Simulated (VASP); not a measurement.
# Yb (Im-3m) in VASP: further runs

Runs on Yb. Level: RPBE. Tasks: single point.

Everything below comes from runs of VASP 6.6.1. Logs are shortened: lines on timing, memory, paths and dates and some standing lists are left out, and cuts for length are marked.

**1. The cell of the first run**

The structure is cubic, space group Im-3m (No. 229). The conventional cell has a = 4.169 Å, b = 4.169 Å, c = 4.169 Å, α = 90.00°, β = 90.00°, γ = 90.00°. Yb (site symmetry m-3m) has 14 Yb at 3.61 to 4.17 Å within 4.7 Å.

**2. Single point, RPBE (volume scaled by 0.96)**

File INCAR:

```
ALGO = Normal
EDIFF = 1E-6
ENCUT = 520
GGA = RP
ISIF = 2
ISMEAR = -1
LASPH = True
LCHARG = True
LELF = True
LREAL = False
LVHAR = True
LWAVE = False
NBANDS = 18
NELM = 100
PREC = Accurate
SIGMA = 0.1
```

File KPOINTS:

```
k-points
0
Gamma
  12 12 12
```

File POSCAR:

```
Yb
1.0
   -2.0845200097      2.0845200097      2.0845200097
    2.0845200097     -2.0845200097      2.0845200097
    2.0845200097      2.0845200097     -2.0845200097
Yb
1
Direct
    0.0000000000      0.0000000000      0.0000000000
```

Potentials or basis: VASP PAW PBE potentials, release 64 (Yb).

Launch:

```console
$ cat potpaw_PBE.64/Yb/POTCAR > POTCAR
$ mpirun -np 1 vasp_std > vasp.out
```

OUTCAR:

```text
EDIFF = 1E-6
   ENCUT = 520
   GGA = RP
   ISIF = 2
   ISMEAR = -1
   LASPH = True
   LREAL = False
   NELM = 100
   PREC = Accurate

 ion  position               nearest neighbor table
   1  0.000  0.000  0.000-

  LATTYP: Found a body centered cubic cell.
 ALAT       =     4.1690400194

  Lattice vectors:

 A1 = (  -2.0845200097,   2.0845200097,   2.0845200097)
 A2 = (   2.0845200097,  -2.0845200097,   2.0845200097)
 A3 = (   2.0845200097,   2.0845200097,  -2.0845200097)

Analysis of symmetry for initial positions (statically):
=====================================================================
 Subroutine PRICEL returns:
 Original cell was already a primitive cell.

 Routine SETGRP: Setting up the symmetry group for a
 body centered cubic supercell.

 Subroutine GETGRP returns: Found 48 space group operations
 (whereof 48 operations were pure point group operations)
 out of a pool of 48 trial point group operations.

The static configuration has the point symmetry O_h .

Analysis of symmetry for dynamics (positions and initial velocities):
=====================================================================
 Subroutine PRICEL returns:
 Original cell was already a primitive cell.

 Routine SETGRP: Setting up the symmetry group for a
 body centered cubic supercell.

 Subroutine GETGRP returns: Found 48 space group operations
 (whereof 48 operations were pure point group operations)
 out of a pool of 48 trial point group operations.

The dynamic configuration has the point symmetry O_h .

 Subroutine INISYM returns: Found 48 space group operations
 (whereof 48 operations are pure point group operations),
 and found     1 'primitive' translations

----------------------------------------------------------------------------------------

                                     Primitive cell

  volume of cell :      36.2308

  direct lattice vectors                    reciprocal lattice vectors
    -2.084520010  2.084520010  2.084520010     0.000000000  0.239863373  0.239863373
     2.084520010 -2.084520010  2.084520010     0.239863373  0.000000000  0.239863373
     2.084520010  2.084520010 -2.084520010     0.239863373  0.239863373  0.000000000

  length of vectors
[... 66 lines left out ...]
   dimension x,y,z NGXF=    56 NGYF=   56 NGZF=   56
   ions per type =               1
   NGX,Y,Z   is equivalent  to a cutoff of  12.89, 12.89, 12.89 a.u.
   NGXF,Y,Z  is equivalent  to a cutoff of  25.79, 25.79, 25.79 a.u.
 SYSTEM =  unknown system
   PREC   = accura    normal or accurate (medium, high low for compatibility)
   ISTART =      0    job   : 0-new  1-cont  2-samecut
   ICHARG =      2    charge: 1-file 2-atom 10-const
   ISPIN  =      1    spin polarized calculation?
   LNONCOLLINEAR =      F non collinear calculations
   LSORBIT =      F    spin-orbit coupling
   LASPH  =      T    aspherical Exc in radial PAW
   ENCUT  =  520.0 eV  38.22 Ry    6.18 a.u.   6.71  6.71  6.71*2*pi/ulx,y,z
   NELM   =    100;   NELMIN=  2; NELMDL= -5     # of ELM steps
   EDIFF  = 0.1E-05   stopping-criterion for ELM
   LREAL  =      F    real-space projection
   EDIFFG = 0.1E-04   stopping-criterion for IOM
   NSW    =      0    number of steps for IOM
   IBRION =     -1    ionic relax: 0-MD 1-quasi-New 2-CG
   NFREE  =      0    steps in history (QN), initial steepest desc. (CG)
   ISIF   =      2    stress and relaxation
   ISYM   =      2    0-nonsym 1-usesym 2-fastsym
   POTIM  = 0.5000    time-step for ionic-motion
   TEBEG  =    0.0;   TEEND  =   0.0 temperature during run
   PSTRESS=    0.0 pullay stress
   NELECT =      24.0000    total number of electrons
   NUPDOWN=      -1.0000    fix difference up-down
   EMIN   =  10.00;   EMAX   =-10.00  energy-range for DOS
   EFERMI =   0.00;   METHOD = LEGACY
   ISMEAR =    -1;   SIGMA  =   0.10  broadening in eV -4-tet -1-fermi 0-gaus
   EFERMI_NEDOS =   21; number of points for ismear=-14 and -15
   IALGO  =     38    algorithm
   IMIX   =      4    mixing-type and parameters
     AMIX     =   0.40;   BMIX     =  1.00
     AMIX_MAG =   1.60;   BMIX_MAG =  1.00
  volume/ion in A,a.u.               =      36.23       244.50
  Fermi-wavevector in a.u.,A,eV,Ry     =   1.427094  2.696816 27.709580  2.036597
  Thomas-Fermi vector in A             =   2.547300
   LORBIT       =      0    0 simple, 1 ext, 2 COOP (PROOUT), +10 PAW based schemes
   GGA     = RP    functional components
   LHFCALC =     F    Hartree Fock is set to
   AEXX    =    0.0000 exact exchange contribution
   IVDW    =     0    specifies the selected vdW correction
   LEPSILON=     F    determine dielectric tensor
   LRPA    =     F    only Hartree local field effects (RPA)
 non-spin polarized calculation
  energy-cutoff  :      520.00
  volume of cell :       36.23
 maximum number of plane-waves:       992
   NGX = 13   NGY = 13   NGZ = 13

 number of electron      23.9999989 magnetization

 Free energy of the ion-electron system (eV)
  ---------------------------------------------------
  ext. energy  EPLUGINS =         0.00000000
  ---------------------------------------------------
  free energy    TOTEN  =        -3.32401607 eV

  energy without entropy =       -3.23994387  energy(sigma->0) =       -3.28197997

 E-fermi :   1.6951     XC(G=0):  -9.2599

 val. band max:        1.6739098447   @ k =   0.5000   0.5000   0.2500
 cond. band min:       1.7437028617   @ k =  -0.4167  -0.4167   0.1667
 fundamental gap:      0.0697930169
 Fermi energy:         1.6951220478

 k-point     1 :       0.0000    0.0000    0.0000
  band No.  band energies     occupation
      1     -50.1805      2.00000
      2     -22.3441      2.00000
      3     -22.3441      2.00000
      4     -22.3441      2.00000
      5      -3.4507      2.00000
      6       1.1138      1.99404
[... 481 lines left out ...]
      5       0.3638      2.00000
      6       1.1248      1.99335
[... 10 lines left out ...]
     17       8.5855      0.00000
     18       9.3010      0.00000

 [... further k-points ...]
[... 5 lines left out ...]
  --------------------------------------------------------------------------------------
  -------------------------------------------------------------------------------------
  Total        0.0436024      0.0436024      0.0436024     -0.0000000      0.0000000      0.0000000
  in kB        1.9281592      1.9281592      1.9281592     -0.0000000      0.0000000      0.0000000
  external PRESSURE =       1.9281592 kB  Pullay stress =       0.0000000 kB

 VOLUME and BASIS-vectors are now :
 -----------------------------------------------------------------------------
  energy-cutoff  :      520.00
  volume of cell :       36.23
      direct lattice vectors                 reciprocal lattice vectors
    -2.084520010  2.084520010  2.084520010     0.000000000  0.239863373  0.239863373
     2.084520010 -2.084520010  2.084520010     0.239863373  0.000000000  0.239863373
     2.084520010  2.084520010 -2.084520010     0.239863373  0.239863373  0.000000000

 POSITION                                       TOTAL-FORCE (eV/Angst)
 -----------------------------------------------------------------------------------
      0.00000      0.00000      0.00000        -0.000000      0.000000     -0.000000
 -----------------------------------------------------------------------------------
    total drift:                                0.000000      0.000000      0.000000

  FREE ENERGIE OF THE ION-ELECTRON SYSTEM (eV)
  ---------------------------------------------------
  free  energy   TOTEN  =        -3.3240160701 eV

  energy  without entropy=       -3.2399438741  energy(sigma->0) =       -3.28197997
```

Wall time 2.6 min (1 thread of AMD EPYC 7R43 (Zen 3), shared host); peak memory 0.17 GiB.

What came out:

* Free energy: -3.3240 eV
* Pressure: 0.2 GPa
* Band gap on the k mesh: zero (band 12 reaches 2.05 eV, above the bottom of band 13 at 1.25 eV)

Caveat: the cell differs from its parent crystal (volume scaled by 0.96); the PAW data sets were made with another functional, which shifts forces and pressure a little; spin-orbit coupling is left out, which moves the levels of the heavy elements.

**3. Single point, RPBE (volume scaled by 1.04)**

File INCAR:

```
SYSTEM = Yb
PREC = Accurate
ENCUT = 520
EDIFF = 1E-7
ISMEAR = -1
SIGMA = 0.1
LREAL = .False.
LASPH = .True.
NELM = 80
ALGO = Normal
ISIF = 2
LWAVE = .False.
LCHARG = .False.
GGA = RP
NBANDS = 18
```

File KPOINTS:

```
regular mesh
0
Gamma
  12 12 12
  0 0 0
```

File POSCAR:

```
Yb
1.0
   -2.1408854821      2.1408854821      2.1408854821
    2.1408854821     -2.1408854821      2.1408854821
    2.1408854821      2.1408854821     -2.1408854821
Yb
1
Direct
    0.0000000000      0.0000000000      0.0000000000
```

Potentials or basis: VASP PAW PBE potentials, release 64 (Yb).

Launch:

```console
$ cat potpaw_PBE.64/Yb/POTCAR > POTCAR
$ mpirun -np 1 vasp_std > vasp.out
```

Run time: 1.8 min. Hardware: 1 thread of AMD EPYC 7R43 (Zen 3), shared host; peak memory 0.17 GiB.

The run converged. Its results:

```
Free energy            : -3.3209 eV
Pressure               : -0.9 GPa
Band gap on the k mesh : zero (band 12 reaches 1.78 eV, above the bottom of band 13 at 1.07 eV)
```

Levels at points of the mesh, in eV from the Fermi level:
```
           k point  band 8  band 9  band 10  band 11  band 12  band 13  band 14  band 15  band 16  band 17
(0.00, 0.00, 0.00)   -0.57   -0.46    -0.46    -0.46    -0.44     2.83     2.83     2.83     4.56     4.56
(0.50, 0.00, 0.00)   -0.54   -0.49    -0.48    -0.47    -0.45     0.33     1.34     4.25     5.23     6.88
(0.50, 0.50, 0.50)   -0.54   -0.45    -0.45    -0.45    -0.38    -0.38     4.65     4.65     4.65     6.33
```

Caveat: the cell differs from its parent crystal (volume scaled by 1.04); the PAW data sets were made with another functional, which shifts forces and pressure a little; spin-orbit coupling is left out, which moves the levels of the heavy elements. Spin polarisation is off, so any magnetic state and its effect on volume and gap are missing.

**4. Single point, RPBE**

This run uses another cell than the first one, of 37.74 Å³/atom, 1.042 times its volume.

File INCAR:

```
SYSTEM = Yb
ALGO = Normal
EDIFF = 1E-6
ENCUT = 520
GGA = RP
ISIF = 2
ISMEAR = -1
LASPH = .True.
LCHARG = .False.
LREAL = .False.
LWAVE = .False.
NBANDS = 18
NELM = 60
PREC = Accurate
SIGMA = 0.1
```

File KPOINTS:

```
k-points
0
Gamma
  17 17 17
  0 0 0
```

File POSCAR:

```
Yb
1.0
   -2.1130786272      2.1130786272      2.1130786272
    2.1130786272     -2.1130786272      2.1130786272
    2.1130786272      2.1130786272     -2.1130786272
Yb
1
Direct
    0.0000000000      0.0000000000      0.0000000000
```

Launch:

```console
$ cat potpaw_PBE.64/Yb/POTCAR > POTCAR
$ mpirun -np 1 vasp_std > vasp.out
```

It took 3.5 min on 1 thread of AMD EPYC 7R43 (Zen 3), shared host; peak memory 0.23 GiB.

Results (log left out):

```
Free energy            : -3.3261 eV
Pressure               : -0.1 GPa
Band gap on the k mesh : zero (band 12 reaches 1.77 eV, above the bottom of band 13 at 1.19 eV)
```

Levels at points of the mesh, in eV from the Fermi level:
| k point | band 10 | band 11 | band 12 | band 13 | band 14 | band 15 |
| --- | --- | --- | --- | --- | --- | --- |
| (0.00, 0.00, 0.00) | -0.46 | -0.46 | -0.44 | 2.87 | 2.87 | 2.87 |

Caveat: the PAW data sets were made with another functional, which shifts forces and pressure a little; spin-orbit coupling is left out, which moves the levels of the heavy elements. Spin polarisation is off, so any magnetic state and its effect on volume and gap are missing.

**5. The runs side by side**

```csv
cell,k mesh,gap on the mesh (eV),pressure (GPa)
"a = 3.610 Å, angles 109.5°, 1 atom",12 × 12 × 12,none,0.2
"a = 3.708 Å, angles 109.5°, 1 atom",12 × 12 × 12,none,-0.9
"a = 3.660 Å, angles 109.5°, 1 atom",17 × 17 × 17,none,-0.1
```

Alike in all rows: task single point; level RPBE; potentials or basis VASP PAW PBE potentials, release 64 (Yb); no spin polarisation; cutoff (eV) 520; smearing fermi-dirac 0.1 eV.

Caveats: the PAW data sets were made with another functional, which shifts forces and pressure a little; spin-orbit coupling is left out, which moves the levels of the heavy elements.

Total energies depend on the potentials used, so only differences within one code and one set of settings carry meaning.
